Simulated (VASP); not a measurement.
# Mg (P6_3/mmc) in VASP: notebook

Runs on Mg. Level: PBE+D3(BJ). Tasks: single point, relaxation of cell and atoms.

Everything below comes from runs of VASP 6.6.1. Logs are shortened: lines on timing, memory, paths and dates and some standing lists are left out, and cuts for length are marked.

### Step 1. The cell of the first run

Symmetry: P6_3/mmc, No. 194, hexagonal system. Conventional cell: a = 3.150 Å, b = 3.150 Å, c = 5.047 Å, α = 90.00°, β = 90.00°, γ = 120.00°. Within 4.1 Å of Mg (site symmetry -6m2) lie 12 Mg at 3.11 to 3.15 Å.

### Step 2. Single point, PBE+D3(BJ)

Input file INCAR:

```
SYSTEM = Mg
PREC     = Accurate       ! precision mode
ENCUT    = 520            ! plane-wave cutoff, eV
EDIFF    = 1E-6           ! SCF threshold, eV
ISMEAR   = 0              ! smearing method
SIGMA    = 0.1            ! smearing width, eV
LREAL    = .FALSE.        ! projectors in reciprocal space
LASPH    = .TRUE.         ! aspherical terms in the spheres
NELM     = 80             ! most SCF steps
ALGO     = Normal         ! electronic algorithm
ISIF     = 2              ! what is computed and relaxed
LWAVE    = .FALSE.        ! write WAVECAR
LCHARG   = .FALSE.        ! write CHGCAR
GGA      = PE             ! functional
IVDW     = 12             ! dispersion correction
NBANDS   = 9              ! bands
```

Input file KPOINTS:

```
Automatic mesh
0
G
  15 15 8
  0 0 0
```

Input file POSCAR:

```
Mg
1.0
    3.1500978765      0.0000000000      0.0000000000
   -1.5750489382      2.7280647854      0.0000000000
    0.0000000000      0.0000000000      5.0465259496
Mg
2
Direct
    0.3333333333      0.6666666667      0.2500000000
    0.6666666667      0.3333333333      0.7500000000
```

Potentials or basis: VASP PAW PBE potentials, release 64 (Mg).

Run with:

```console
cat potpaw_PBE.64/Mg/POTCAR > POTCAR
mpirun -np 1 vasp_std > vasp.out
```

OUTCAR:

```text
SYSTEM = Mg
   PREC = Accurate
   ENCUT = 520
   EDIFF = 1E-6
   ISMEAR = 0
   LREAL = .FALSE.
   LASPH = .TRUE.
   NELM = 80
   ISIF = 2
   GGA = PE
   IVDW = 12
 IVDW          = 12

 ion  position               nearest neighbor table
   1  0.333  0.667  0.250-   2 3.11   2 3.11   2 3.11   2 3.11   2 3.11   2 3.11
   2  0.667  0.333  0.750-   1 3.11   1 3.11   1 3.11   1 3.11   1 3.11   1 3.11

  LATTYP: Found a hexagonal cell.
 ALAT       =     3.1500978765
 C/A-ratio  =     1.6020219522

  Lattice vectors:

 A1 = (   3.1500978765,   0.0000000000,   0.0000000000)
 A2 = (  -1.5750489382,   2.7280647854,   0.0000000000)
 A3 = (   0.0000000000,   0.0000000000,   5.0465259496)

Analysis of symmetry for initial positions (statically):
=====================================================================
 Subroutine PRICEL returns:
 Original cell was already a primitive cell.

 Routine SETGRP: Setting up the symmetry group for a
 hexagonal supercell.

 Subroutine GETGRP returns: Found 24 space group operations
 (whereof 12 operations were pure point group operations)
 out of a pool of 24 trial point group operations.

The static configuration has the point symmetry D_3d.
 The point group associated with its full space group is D_6h.

Analysis of symmetry for dynamics (positions and initial velocities):
=====================================================================
 Subroutine PRICEL returns:
 Original cell was already a primitive cell.

 Routine SETGRP: Setting up the symmetry group for a
 hexagonal supercell.

 Subroutine GETGRP returns: Found 24 space group operations
 (whereof 12 operations were pure point group operations)
 out of a pool of 24 trial point group operations.

The dynamic configuration has the point symmetry D_3d.
 The point group associated with its full space group is D_6h.

 Subroutine INISYM returns: Found 24 space group operations
 (whereof 12 operations are pure point group operations),
 and found     1 'primitive' translations

----------------------------------------------------------------------------------------

                                     Primitive cell

  volume of cell :      43.3682

  direct lattice vectors                    reciprocal lattice vectors
     3.150097876  0.000000000  0.000000000     0.317450454  0.183280105  0.000000000
    -1.575048938  2.728064785  0.000000000     0.000000000  0.366560210  0.000000000
     0.000000000  0.000000000  5.046525950     0.000000000  0.000000000  0.198156120

  length of vectors
     3.150097876  3.150097876  5.046525950     0.366560210  0.366560210  0.198156120

[... 88 lines left out ...]
   POTIM  = 0.5000    time-step for ionic-motion
   TEBEG  =    0.0;   TEEND  =   0.0 temperature during run
   PSTRESS=    0.0 pullay stress
   NELECT =       4.0000    total number of electrons
   NUPDOWN=      -1.0000    fix difference up-down
   EMIN   =  10.00;   EMAX   =-10.00  energy-range for DOS
   EFERMI =   0.00;   METHOD = LEGACY
   ISMEAR =     0;   SIGMA  =   0.10  broadening in eV -4-tet -1-fermi 0-gaus
   EFERMI_NEDOS =   21; number of points for ismear=-14 and -15
   IALGO  =     38    algorithm
   IMIX   =      4    mixing-type and parameters
     AMIX     =   0.40;   BMIX     =  1.00
     AMIX_MAG =   1.60;   BMIX_MAG =  1.00
  volume/ion in A,a.u.               =      21.68       146.33
  Fermi-wavevector in a.u.,A,eV,Ry     =   0.739670  1.397773  7.443898  0.547111
  Thomas-Fermi vector in A             =   1.833888
   LORBIT       =      0    0 simple, 1 ext, 2 COOP (PROOUT), +10 PAW based schemes
   GGA     = PE    functional components
   LHFCALC =     F    Hartree Fock is set to
   AEXX    =    0.0000 exact exchange contribution
   IVDW    =    12    specifies the selected vdW correction
   LEPSILON=     F    determine dielectric tensor
   LRPA    =     F    only Hartree local field effects (RPA)
 non-spin polarized calculation
 Gauss-broadening in eV      SIGMA  =   0.10
  energy-cutoff  :      520.00
  volume of cell :       43.37
 maximum number of plane-waves:      1194
 NGX is ok and might be reduce to    24
   NGX = 11   NGY = 11   NGZ = 19

 number of electron       4.0000000 magnetization

 Free energy of the ion-electron system (eV)
  ---------------------------------------------------
  ext. energy  EPLUGINS =         0.00000000
  ---------------------------------------------------
  free energy    TOTEN  =        -3.00003698 eV

  energy without entropy =       -2.99547586  energy(sigma->0) =       -2.99775642

 E-fermi :   2.9350     XC(G=0):  -8.6691

 val. band max:        2.9333880030   @ k =   0.2667   0.2667   0.2500
 cond. band min:       2.9413235636   @ k =   0.3333   0.1333   0.0000
 fundamental gap:      0.0079355606
 Fermi energy:         2.9350429658

 k-point     1 :       0.0000    0.0000    0.0000
  band No.  band energies     occupation
      1      -4.2429      2.00000
      2       1.2333      2.00000
      3       1.8266      2.00000
      4      14.0664      0.00000
      5      14.0664      0.00000
      6      14.2669      0.00000
      7      14.2669      0.00000
      8      15.1621      0.00000
      9      16.7524      0.00000
[... 265 lines left out ...]
 k-point    24 :       0.4000    0.2000    0.0000
  band No.  band energies     occupation
      1       1.2269      2.00000
      2       1.2843      2.00000
      3       4.8393      0.00000
      4       6.2461      0.00000
      5       6.5781      0.00000
      6       6.9712      0.00000
      7       8.4919      0.00000
      8      10.1883      0.00000
      9      11.5537      0.00000

 [... further k-points ...]

------------------------ aborting loop because EDIFF is reached ----------------------------------------

 Edisp (eV)   -0.60023

 E8    (eV) :    -0.2629

  FORCE on cell =-STRESS in cart. coord.  units (eV):
  Direction    XX          YY          ZZ          XY          YZ          ZX
  --------------------------------------------------------------------------------------
  -------------------------------------------------------------------------------------
  Total      -0.02337    -0.02337    -0.02441    -0.00000     0.00000     0.00000
  in kB      -0.86330    -0.86330    -0.90175    -0.00000     0.00000     0.00000
  external pressure =       -0.88 kB  Pullay stress =        0.00 kB

 VOLUME and BASIS-vectors are now :
 -----------------------------------------------------------------------------
  energy-cutoff  :      520.00
  volume of cell :       43.37
      direct lattice vectors                 reciprocal lattice vectors
     3.150097876  0.000000000  0.000000000     0.317450454  0.183280105  0.000000000
    -1.575048938  2.728064785  0.000000000     0.000000000  0.366560210  0.000000000
     0.000000000  0.000000000  5.046525950     0.000000000  0.000000000  0.198156120

 POSITION                                       TOTAL-FORCE (eV/Angst)
 -----------------------------------------------------------------------------------
     -0.00000      1.81871      1.26163         0.000000     -0.000000      0.000000
      1.57505      0.90935      3.78489        -0.000000      0.000000      0.000000
 -----------------------------------------------------------------------------------
    total drift:                                0.000000     -0.000000      0.000000

  FREE ENERGIE OF THE ION-ELECTRON SYSTEM (eV)
  ---------------------------------------------------
  free  energy   TOTEN  =        -3.6002656541 eV

  energy  without entropy=       -3.5957045396  energy(sigma->0) =       -3.59798510
```

OSZICAR:

```text
N       E                     dE             d eps       ncg     rms          rms(c)
DAV:   1    -0.259928197398E+00   -0.25993E+00   -0.12594E+03  2430   0.309E+02
DAV:   2    -0.297037208560E+01   -0.27104E+01   -0.25942E+01  3262   0.279E+01
DAV:   3    -0.301403243197E+01   -0.43660E-01   -0.43417E-01  3240   0.277E+00
DAV:   4    -0.301415239397E+01   -0.11996E-03   -0.11996E-03  3062   0.143E-01
DAV:   5    -0.301415293975E+01   -0.54579E-06   -0.54603E-06  3073   0.918E-03    0.958E-01
DAV:   6    -0.300755424181E+01    0.65987E-02   -0.46156E-04  2811   0.174E-01    0.613E-01
DAV:   7    -0.300002987373E+01    0.75244E-02   -0.17618E-03  2528   0.297E-01    0.329E-02
DAV:   8    -0.300003818014E+01   -0.83064E-05   -0.14122E-05  3495   0.226E-02    0.735E-03
DAV:   9    -0.300003713803E+01    0.10421E-05   -0.11647E-06  2657   0.521E-03    0.624E-04
DAV:  10    -0.300003697809E+01    0.15994E-06   -0.51558E-09  1469   0.429E-04
   1 F= -.36002657E+01 E0= -.35979851E+01  d E =-.456111E-02
```

stdout:

```text
POSCAR found type information on POSCAR Mg
 POSCAR found :  1 types and       2 ions
 scaLAPACK will be used
 LDA part: xc-table for (Slater+PW92), standard interpolation
 POSCAR, INCAR and KPOINTS ok, starting setup
 FFT: planning ... GRIDC
 FFT: planning ... GRID_SOFT
 FFT: planning ... GRID
 WAVECAR not read
 entering main loop
```

Run time: 32 s. Hardware: 1 thread of Intel Xeon 8259CL, shared host; peak memory 0.2 GiB.

Results:

| Property | Result |
| --- | --- |
| Free energy | -3.6003 eV |
| Pressure | -0.1 GPa |
| Band gap on the k mesh | zero (bands 2 and 3 overlap by 2.01 eV) |
| Dispersion energy per atom | -0.300 eV |

Levels at points of the mesh, in eV from the Fermi level:
```tsv
k point	band 1	band 2	band 3	band 4	band 5	band 6
(0.00, 0.00, 0.00)	-7.18	-1.70	-1.11	11.13	11.13	11.33
(0.00, 0.00, 0.50)	-5.71	-5.71	5.42	5.42	11.90	11.90
```

### Step 3. Relaxation of cell and atoms, PBE+D3(BJ)

This run uses another cell than the first one, of 22.93 Å³/atom.

Input file INCAR:

```
PREC = Accurate ; ENCUT = 600
EDIFF = 1E-6 ; ISMEAR = 0
SIGMA = 0.1 ; LREAL = F
LASPH = T ; NELM = 100
ALGO = Normal ; ISIF = 3
LWAVE = F ; LCHARG = F
GGA = PE ; IVDW = 12
IBRION = 2 ; NSW = 70
EDIFFG = -0.005
```

Input file KPOINTS:

```
regular mesh
0
Gamma
  15 15 8
```

Input file POSCAR:

```
Mg
1.0
    3.2100636628      0.0000000000      0.0000000000
   -1.6050318314      2.7799966797      0.0000000000
    0.0000000000      0.0000000000      5.1379319477
Mg
2
Direct
    0.3333333333      0.6666666667      0.2500000000
    0.6666666667      0.3333333333      0.7500000000
```

Potentials or basis: VASP PAW PBE potentials, release 64 (Mg).

Run with:

```console
cat potpaw_PBE.64/Mg/POTCAR > POTCAR
mpirun -np 1 vasp_std > vasp.out
```

Run time: 66 s. Hardware: 1 thread of Intel Xeon 8259CL, shared host; peak memory 0.23 GiB.

The run converged. Its results:

| Quantity | Value |
| --- | --- |
| Free energy | -3.6004 eV |
| Relaxed volume | 21.64 Å³/atom |
| Relaxed cell | a = 3.149 Å, b = 3.149 Å, c = 5.041 Å, α = 90.00°, β = 90.00°, γ = 120.00° |
| Space group after relaxing (to 0.1 Å) | P6_3/mmc (No. 194) |
| Energy gained by relaxing | 8.8 meV/atom |
| Ionic steps | 3 |
| Pressure after relaxing | 0.0 GPa |
| Band gap on the k mesh | zero (bands 2 and 3 overlap by 2.00 eV) |
| Dispersion energy per atom | -0.301 eV |

The path:
```
step  energy change (eV)  largest force (eV/Å)  pressure (GPa)  volume (Å³)
   1              0.0000                0.0000           -2.08        45.85
   2             -0.0165                0.0000           -0.57        43.90
   3             -0.0176                0.0000           -0.02        43.29
```

Final structure:
```yaml
crystal:
  lattice:
    - [3.14897, 0.00000, 0.00000]
    - [-1.57449, 2.72709, 0.00000]
    - [0.00000, 0.00000, 5.04101]
  atoms:
    - { symbol: Mg, position: [0.33333, 0.66667, 0.25000] }
    - { symbol: Mg, position: [0.66667, 0.33333, 0.75000] }
```

Levels at points of the mesh, in eV from the Fermi level:
```csv
k point,band 1,band 2,band 3,band 4,band 5,band 6
"(0.00, 0.00, 0.00)",-7.19,-1.70,-1.10,11.13,11.13,11.34
"(0.00, 0.00, 0.50)",-5.71,-5.71,5.44,5.44,11.90,11.90
```
